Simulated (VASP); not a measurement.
Runs of VASP 6.6.1 on GaAs. It takes space group F-43m (No. 216, cubic). Conventional cell: a = 5.654 Å, b = 5.654 Å, c = 5.654 Å, α = 90.00°, β = 90.00°, γ = 90.00°. Ga (site symmetry -43m) has 4 As at 2.45 Å within 3.2 Å. Within 3.2 Å of As (site symmetry -43m) lie 4 Ga at 2.45 Å. 

```csv
level,k mesh,grid for exact exchange (PRECFOCK),share of exact exchange,screening parameter,gap on the mesh (eV),pressure (GPa)
PBE,8 × 8 × 8,-,-,-,0.52,3.4
PBE-based global hybrid with 35 % exact exchange,4 × 4 × 4,Normal,0.35,-,2.89,0.0
r2SCAN-based global hybrid with 15 % exact exchange,4 × 4 × 4,Normal,0.15,-,(d),0.0
PBE-based screened hybrid with 25 % exact exchange,4 × 4 × 4,Normal,0.25,0.15 1/Å,1.62,1.1
PBE-based screened hybrid with 25 % exact exchange,4 × 4 × 4,Normal,0.25,0.1 1/Å,1.80,(c)
PBE,4 × 4 × 4,-,-,-,(b),3.7
PBE-based screened hybrid with 50 % exact exchange,4 × 4 × 4,Normal,0.5,0.20787 1/Å,2.55,(a)
```

Alike in all rows: task single point; potentials or basis VASP PAW PBE potentials, release 64 (Ga_d, As); no spin polarisation; cell as given; cutoff (eV) 520; smearing gaussian 0.05 eV.

Task: Fill in the values left out.

Result: (a) -1.0; (b) 0.51; (c) 1.0; (d) 1.84.

Caveats: some runs use coarse meshes; the PAW data sets were made with another functional, which shifts forces and pressure a little (at least some runs); the cell stands under pressure (at least some runs).

A k mesh can miss the band edges, and the runs leave out spin-orbit coupling on As, Ga.
